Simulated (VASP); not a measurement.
Input of a VASP 6.6.1 run:

INCAR

```
PREC     = Accurate       # precision mode
ENCUT    = 600            # plane-wave cutoff, eV
EDIFF    = 1E-7           # SCF threshold, eV
ISMEAR   = 0              # smearing method
SIGMA    = 0.1            # smearing width, eV
LREAL    = False          # projectors in reciprocal space
LASPH    = True           # aspherical terms in the spheres
NELM     = 80             # most SCF steps
ALGO     = Normal         # electronic algorithm
ISIF     = 3              # what is computed and relaxed
LWAVE    = False          # write WAVECAR
LCHARG   = False          # write CHGCAR
GGA      = PS             # functional
IBRION   = 2              # ionic algorithm
NSW      = 100            # ionic steps
EDIFFG   = -0.01          # ionic threshold
```

KPOINTS

```
regular mesh
0
Gamma
  15 15 15
```

The input POSCAR:

```
Se
1.0
    1.9479001236      1.1246206607      1.6454953476
   -1.9479001236      1.1246206607      1.6454953476
    0.0000000000     -2.2492413214      1.6454953476
Se
1
Direct
    0.5000000000      0.5000000000      0.5000000000
```

Potentials or basis: VASP PAW PBE potentials, release 64 (Se).

The run is started by

```bash
$ cat potpaw_PBE.64/Se/POTCAR > POTCAR
$ mpirun -np 1 vasp_std > vasp.out
```

Question: Estimate the relaxed cell.

Answer: a = 2.786 Å, b = 2.786 Å, c = 2.786 Å, α = 89.34°, β = 89.34°, γ = 89.34°.

Question: Predict the space group after relaxing (to 0.1 Å).

Answer: Pm-3m (No. 221).

Final structure:
```xyz
1
Lattice="1.9589 1.1310 1.6272 -1.9589 1.1310 1.6272 0.0000 -2.2620 1.6272" Properties=species:S:1:pos:R:3 pbc="T T T"
Se    0.0000    0.0000    2.4409
```
